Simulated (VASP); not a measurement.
Runs of VASP 6.6.1 on BaTiO3. The structure is that of space group Pm-3m (No. 221), or close to it. The cells are those of the table. 

| cell | gap on the mesh (eV) | pressure (GPa) |
| --- | --- | --- |
| a = 3.979 Å, 5 atoms | 1.78 | 7.1 |
| a = 4.097 Å, 5 atoms | (b) | -6.9 |
| a = 4.019 Å, 5 atoms | 1.72 | 1.7 |
| a = 4.059 Å, 5 atoms | (a) | (c) |

Alike in all rows: task single point; level PBE; potentials or basis VASP PAW PBE potentials, release 64 (Ba_sv, Ti_sv, O); no spin polarisation; k mesh 6 × 6 × 6; cutoff (eV) 520; smearing gaussian 0.01 eV.

**Question.** Estimate the missing entries.

**Answer.** (a) 1.66; (b) 1.60; (c) -2.9.

Caveats: spin-orbit coupling is left out, which moves the levels of the heavy elements.

A k mesh can miss the band edges, and the runs leave out spin-orbit coupling on Ba.
